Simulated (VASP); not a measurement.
Write the native input for VASP 6.6.1 that does the following.

- Task: single point
- Functional: PBE
- Potentials or basis: VASP PAW PBE potentials, release 64 (Zn, S)
- Cutoff: 520 eV
- k mesh: 12 × 12 × 2
- Occupations: gaussian, width 0.02 eV
- Spin: no spin polarisation
- Dipole correction: no
- Further INCAR settings: LREAL = Auto; ALGO = Normal; EDIFF = 1e-07; NBANDS = 86

The structure of ZnS lies in POSCAR:

```
ZnS
1.0
    3.8472668077      0.0000000000      0.0000000000
   -1.9236334038      3.3318307906      0.0000000000
    0.0000000000      0.0000000000     25.1569933308
Zn S
8 8
Direct
    0.3333333333      0.6666666667      0.7500275360
    0.3333333333      0.6666666667      0.1249445880
    0.0000000000      0.0000000000      0.0000372535
    0.6666666667      0.3333333333      0.8751479595
    0.6666666667      0.3333333333      0.2500275360
    0.3333333333      0.6666666667      0.3751479595
    0.0000000000      0.0000000000      0.5000372535
    0.6666666667      0.3333333333      0.6249445880
    0.0000000000      0.0000000000      0.5937210886
    0.6666666667      0.3333333333      0.9688071155
    0.3333333333      0.6666666667      0.2186253549
    0.6666666667      0.3333333333      0.3438871041
    0.3333333333      0.6666666667      0.8438871041
    0.3333333333      0.6666666667      0.4688071155
    0.6666666667      0.3333333333      0.7186253549
    0.0000000000      0.0000000000      0.0937210886
```

The input as run:

INCAR

```
SYSTEM = ZnS
ALGO = Normal
EDIFF = 1E-7
ENCUT = 520
GGA = PE
ISIF = 2
ISMEAR = 0
LASPH = .TRUE.
LCHARG = .FALSE.
LREAL = Auto
LWAVE = .FALSE.
NBANDS = 86
NELM = 100
PREC = Accurate
SIGMA = 0.02
```

KPOINTS

```
k-points
0
G
  12 12 2
  0 0 0
```

Potentials or basis: VASP PAW PBE potentials, release 64 (Zn, S).

Run with:

```bash
$ cat potpaw_PBE.64/Zn/POTCAR potpaw_PBE.64/S/POTCAR > POTCAR
$ mpirun -np 1 vasp_std > vasp.out
```

Results of the run:

- Pressure: 0.4 GPa
- Band gap on the k mesh: 2.04 eV

Run time: 42 min on 1 thread of Oxide Virtual Turin-like Processor, on a shared host, peak memory 0.8 GiB.
